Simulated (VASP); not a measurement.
Wanted: the native input for a VASP 6.6.1 run.

- Task: relaxation of cell and atoms
- Functional: PBEsol
- Potentials or basis: VASP PAW PBE potentials, release 64 (Li_sv)
- Cutoff: 600 eV
- k mesh: 19 × 19 × 19
- Occupations: fermi-dirac, width 0.08 eV
- Spin: no spin polarisation
- Target pressure: 17 GPa
- Dipole correction: no
- Further INCAR settings: ALGO = Normal; EDIFF = 1e-06; IBRION = 2; EDIFFG = -0.005; NSW = 60; ISIF = 3

The structure of Li lies in POSCAR:

```
Li
1.0
   -1.4431508937      1.4431508937      1.4431508937
    1.4431508937     -1.4431508937      1.4431508937
    1.4431508937      1.4431508937     -1.4431508937
Li
1
Direct
    0.0000000000      0.0000000000      0.0000000000
```

The input as run:

INCAR

```
PREC = Accurate
ENCUT = 600
EDIFF = 1E-6
ISMEAR = -1
SIGMA = 0.08
LREAL = F
LASPH = T
NELM = 80
ALGO = Normal
ISIF = 3
LWAVE = F
LCHARG = F
GGA = PS
IBRION = 2
NSW = 60
EDIFFG = -0.005
PSTRESS = 170.0
```

KPOINTS

```
regular mesh
0
Gamma
  19 19 19
```

Potentials or basis: VASP PAW PBE potentials, release 64 (Li_sv).

Command:

```sh
$ cat potpaw_PBE.64/Li_sv/POTCAR > POTCAR
$ mpirun -np 1 vasp_std > vasp.out
```

Results of the run:

```yaml
Relaxed_volume: 12.00 Å³/atom
Relaxed_cell: a = 2.498 Å, b = 2.498 Å, c = 2.498 Å, α = 109.47°, β = 109.47°, γ = 109.47°
Space_group_after_relaxing_to_0.05_Å: Im-3m (No. 229)
Energy_change_on_relaxing_the_enthalpy_is_what_falls: +2.4 meV/atom
Ionic_steps: 2
Pressure_after_relaxing: 16.9 GPa
```

Caveat: the cutoff is under 1.25 times the usual one of these potentials, so pressure, stress and relaxed cells hold a basis-set (Pulay) error; the cell is relaxed towards a set pressure, so the enthalpy falls and the energy may rise; the PAW data sets were made with another functional, which shifts forces and pressure a little.

Run time: 6.1 s on 1 thread of Intel(R) Xeon(R) 6975P-C (Granite Rapids), on a shared host, peak memory 0.12 GiB.
